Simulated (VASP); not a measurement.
A run of VASP 6.6.1 is set up as follows.

INCAR

```
SYSTEM = Mg
ALGO = Fast
EDIFF = 1E-6
ENCUT = 520
GGA = PS
ISIF = 2
ISMEAR = 0
LASPH = .TRUE.
LCHARG = .FALSE.
LREAL = .FALSE.
LWAVE = .FALSE.
NBANDS = 9
NELM = 100
PREC = Accurate
SIGMA = 0.15
```

Contents of KPOINTS:

```
k-points
0
G
  18 18 10
  0 0 0
```

The input POSCAR:

```
Mg
1.0
    3.2092715325      0.0000000000      0.0000000000
   -1.6046357662      2.7793106748      0.0000000000
    0.0000000000      0.0000000000      5.2103300000
Mg
2
Direct
    0.1121592713      0.5047560159      0.2500000000
    0.6666666667      0.3333333333      0.7500000000
```

Potentials or basis: VASP PAW PBE potentials, release 64 (Mg).

Command:

```bash
$ cat potpaw_PBE.64/Mg/POTCAR > POTCAR
$ mpirun -np 1 vasp_std > vasp.out
```

(1) Estimate the pressure.

(2) Predict the band gap on the k mesh.

Answers

(1) -0.2 GPa.

(2) zero (bands 2 and 3 overlap by 2.23 eV).

Caveat: the cell differs from its parent crystal (atom 1 (Mg) moved by (-0.450, -0.450) A along x and y); the PAW data sets were made with another functional, which shifts forces and pressure a little.
